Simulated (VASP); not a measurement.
Mn3Cr: relaxation of cell and atoms with PBE

Mn3Cr:

```xyz
4
Lattice="0.0000 2.8490 2.8490 2.8490 0.0000 2.8490 2.8490 2.8490 0.0000" Properties=species:S:1:pos:R:3 pbc="T T T"
Mn    1.4245    1.4245    1.4245
Mn    4.2735    4.2735    4.2735
Mn    2.8490    2.8490    2.8490
Cr    0.0000    0.0000    0.0000
```

| Quantity | Value |
| --- | --- |
| Program | VASP 6.6.1 |
| Task | relaxation of cell and atoms |
| Functional | PBE |
| Potentials or basis | VASP PAW PBE potentials, release 64 (Mn_pv, Cr_pv) |
| Cutoff | 600 eV |
| k mesh | 12 × 12 × 12 |
| Occupations | gaussian, width 0.1 eV |
| Spin | no spin polarisation |
| Dipole correction | no |
| Further INCAR settings | ALGO = Fast; EDIFF = 1e-06; IBRION = 2; EDIFFG = -0.01; NSW = 80; ISIF = 3 |

```
Relaxed volume                        : 10.95 Å³/atom
Relaxed cell                          : a = 3.957 Å, b = 3.957 Å, c = 3.957 Å, α = 60.00°, β = 60.00°, γ = 60.00°
Space group after relaxing (to 0.1 Å) : Fm-3m (No. 225)
Energy gained by relaxing             : 26.2 meV/atom
Ionic steps                           : 6
Pressure after relaxing               : 0.0 GPa
Band gap on the k mesh                : zero (an odd number of electrons rules out a gap without spin polarisation)
```

Step by step:
```csv
step,energy change (eV),largest force (eV/Å),pressure (GPa),volume (Å³)
1,0.0000,0.0000,-13.12,46.25
2,0.1939,0.0000,28.73,40.20
3,-0.1046,0.0000,-0.54,43.87
4,-0.1046,0.0000,0.20,43.79
5,-0.1046,0.0000,-0.35,43.87
6,-0.1046,0.0000,-0.01,43.82
```

Final structure:
```
Mn Cr
1.0
     0.00000    2.79813    2.79813
     2.79813    0.00000    2.79813
     2.79813    2.79813    0.00000
Mn Cr
3 1
Direct
  0.25000 0.25000 0.25000
  0.75000 0.75000 0.75000
  0.50000 0.50000 0.50000
  0.00000 0.00000 0.00000
```

Levels at points of the mesh, in eV from the Fermi level:
```
           k point  band 23  band 24  band 25  band 26  band 27  band 28
(0.00, 0.00, 0.00)    -1.48    -1.48     0.36     0.36     0.64     0.64
(0.50, 0.00, 0.00)    -2.49    -2.48     0.29     0.29     0.66     0.66
(0.50, 0.50, 0.00)    -0.87    -0.87    -0.13     0.09     0.50     0.54
```

Run time: 17 min on 1 thread of Intel Xeon 8259CL, with other jobs on the host, peak memory 0.27 GiB.

Caveat: the run has no spin polarisation, though such a crystal can be magnetic. Spin polarisation is off, so any magnetic state and its effect on volume and gap are missing.
